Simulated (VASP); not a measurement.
Set up this calculation in VASP 6.6.1, as the native input.

* Task: dielectric tensor
* Functional: r2SCAN
* Potentials or basis: VASP PAW PBE potentials, release 64 (Ba_sv, Hf_pv, O)
* Cutoff: 520 eV
* k mesh: 6 × 6 × 6
* Occupations: gaussian, width 0.01 eV
* Spin: no spin polarisation
* Dipole correction: no
* Further INCAR settings: ALGO = Normal; EDIFF = 1e-08

The structure of BaHfO3 lies in POSCAR:

```
BaHfO3
1.0
    4.0517470077      0.0000000000      0.0000000000
    0.0000000000      4.0517470077      0.0000000000
    0.0000000000      0.0000000000      4.2469267410
Ba Hf O
1 1 3
Direct
    0.0000000000      0.0000000000      0.0000000000
    0.5000000000      0.5000000000      0.5000000000
    0.5000000000      0.5000000000      0.0000000000
    0.5000000000      0.0000000000      0.5000000000
    0.0000000000      0.5000000000      0.5000000000
```

This cell differs from its parent crystal: epitaxial xy strain -3.0%.

These files were run (other wordings do the same):

INCAR

```
SYSTEM = BaHfO3
PREC = Accurate
ENCUT = 520
EDIFF = 1E-8
ISMEAR = 0
SIGMA = 0.01
LREAL = .FALSE.
LASPH = .TRUE.
NELM = 100
ALGO = Normal
ISIF = 2
LWAVE = .FALSE.
LCHARG = .FALSE.
METAGGA = R2SCAN
LMIXTAU = .TRUE.
LCALCEPS = .TRUE.
KPAR = 4
```

KPOINTS

```
regular mesh
0
G
  6 6 6
  0 0 0
```

Potentials or basis: VASP PAW PBE potentials, release 64 (Ba_sv, Hf_pv, O).

Command:

```console
$ cat potpaw_PBE.64/Ba_sv/POTCAR potpaw_PBE.64/Hf_pv/POTCAR potpaw_PBE.64/O/POTCAR > POTCAR
$ mpirun -np 4 vasp_std > vasp.out
```

It gave:

- Band gap on the k mesh: 4.06 eV (least direct gap 4.27 eV)
- Electronic dielectric tensor (diagonal): 4.35, 4.35, 4.30
- Born charges (mean of the diagonal): Ba +2.71; Hf +5.77; O -2.78, -2.85 (each value once) e

Caveat: the cell differs from its parent crystal (epitaxial xy strain -3.0%); spin-orbit coupling is left out, which moves the levels of the heavy elements.

It took 23 min on 4 MPI ranks on Oxide Virtual Turin-like Processor (shared host), peak memory 0.55 GiB a rank.
